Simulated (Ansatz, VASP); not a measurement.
**InRu3 in VASP and in Ansatz**

The input INCAR:

```
PREC = Accurate ; ENCUT = 600
EDIFF = 1E-6 ; ISMEAR = 0
SIGMA = 0.1 ; LREAL = False
LASPH = True ; NELM = 80
ALGO = Normal ; ISIF = 3
LWAVE = False ; LCHARG = False
GGA = PE ; IBRION = 2
NSW = 90 ; EDIFFG = -0.04
```

File KPOINTS:

```
Automatic mesh
0
Gamma
  6 6 6
```

File POSCAR:

```
InRu3
1.0
    0.0000000000      3.1425232198      3.1425232198
    3.1425232198      0.0000000000      3.1425232198
    3.1425232198      3.1425232198      0.0000000000
In Ru
1 3
Direct
    0.0000000000      0.0000000000      0.0000000000
    0.2500000000      0.2500000000      0.2500000000
    0.7500000000      0.7500000000      0.7500000000
    0.5000000000      0.5000000000      0.5000000000
```

Input for Ansatz:

```yaml
crystal:
  lattice:
    - [0.0, 3.1425232198, 3.1425232198]
    - [3.1425232198, 0.0, 3.1425232198]
    - [3.1425232198, 3.1425232198, 0.0]
  atoms:
    - { symbol: In, position: [0.0, 0.0, 0.0] }
    - { symbol: Ru, position: [0.25, 0.25, 0.25] }
    - { symbol: Ru, position: [0.75, 0.75, 0.75] }
    - { symbol: Ru, position: [0.5, 0.5, 0.5] }
basis:
  ecutwfc: 420
kpoints:
  mp_grid: { grid: [6, 6, 6] }
hamiltonian:
  xc: pbe
scf:
  occupations: { method: gaussian, width: 0.1 }
  lower_state_search: "off"
output:
  forces: true
  stress: true
  eigenvalues: true
relax:
  adjacent_minimum: "off"
  f_tol: 0.04
  max_steps: 70
  cell: { stress_tol: 0.4 }
```

Change from the starting cell: species swapped into the PmCd3 type (Fm-3m, No. 225).

Alike in both runs: task relaxation of cell and atoms; functional PBE; k mesh 6 × 6 × 6; occupations gaussian, width 0.1 eV; no spin polarisation.

```csv
,VASP,Ansatz
version,VASP 6.6.1,Ansatz 0.2.0
potentials or method,"VASP PAW PBE potentials, release 64 (In_d, Ru_pv), cutoff 600 eV","scalar-relativistic, plane waves, PAW"
valence electrons in the cell,55,61
```

Ansatz gave:

```
gap on the k mesh at the Fermi level, each at its own relaxed structure (eV) : none
relaxed volume (Å³/atom)                                                     : 15.49
relaxed cell length with the largest relative difference (Å)                 : 4.441
```

Task: Which values does VASP return?

Result: gap on the k mesh at the Fermi level, each at its own relaxed structure (eV): none; relaxed volume (Å³/atom): 15.48; relaxed cell length with the largest relative difference (Å): 4.441.

A gap of «none» marks a metal or a gap that the smearing closes. VASP's potentials hold 55 valence electrons a cell and Ansatz's 61, so a difference there can come from the potentials and not from the codes.
